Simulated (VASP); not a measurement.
Write the native input for VASP 6.6.1 that does the following.

| Quantity | Value |
| --- | --- |
| Task | relaxation of cell and atoms |
| Functional | PBEsol |
| Potentials or basis | VASP PAW PBE potentials, release 64 (Si) |
| Cutoff | 600 eV |
| k mesh | 12 × 12 × 6 |
| Occupations | gaussian, width 0.01 eV |
| Spin | no spin polarisation |
| Dipole correction | no |
| Further INCAR settings | ALGO = Normal; EDIFF = 1e-07; IBRION = 2; EDIFFG = -0.005; NSW = 100; ISIF = 3 |

The structure of Si lies in POSCAR:

```
Si
1.0
    3.7978212800      0.0000000000      0.0000000000
   -1.8989106400      3.2890097100      0.0000000000
    0.0000000000      0.0000000000      6.2695984500
Si
4
Direct
    0.6666666700      0.3333333300      0.0629012500
    0.3333333300      0.6666666700      0.5629012500
    0.6666666700      0.3333333300      0.4370987500
    0.3333333300      0.6666666700      0.9370987500
```

This isn't the form of Si at room conditions, which is diamond.

These files were run (other wordings do the same):

INCAR

```
PREC = Accurate
ENCUT = 600
EDIFF = 1E-7
ISMEAR = 0
SIGMA = 0.01
LREAL = False
LASPH = True
NELM = 60
ALGO = Normal
ISIF = 3
LWAVE = False
LCHARG = False
GGA = PS
IBRION = 2
NSW = 100
EDIFFG = -0.005
```

KPOINTS

```
regular mesh
0
Gamma
  12 12 6
```

Potentials or basis: VASP PAW PBE potentials, release 64 (Si).

Command:

```bash
$ cat potpaw_PBE.64/Si/POTCAR > POTCAR
$ mpirun -np 1 vasp_std > vasp.out
```

It gave:

| Property | Result |
| --- | --- |
| Relaxed volume | 20.05 Å³/atom |
| Relaxed cell | a = 3.826 Å, b = 3.826 Å, c = 6.326 Å, α = 90.00°, β = 90.00°, γ = 120.00° |
| Space group after relaxing (to 0.1 Å) | P6_3/mmc (No. 194) |
| Energy gained by relaxing | 3.5 meV/atom |
| Ionic steps | 5 |
| Pressure after relaxing | 0.0 GPa |
| Largest force after relaxing | 0.003 eV/Å |
| Band gap on the k mesh | 0.29 eV (least direct gap 0.97 eV) |

Caveat: semilocal functionals underestimate gaps, and a narrow one can read as zero; the PAW data sets were made with another functional, which shifts forces and pressure a little.

Wall time 120 s on 1 thread of Intel(R) Xeon(R) Platinum 8488C (Sapphire Rapids), on a shared host, peak memory 0.23 GiB.
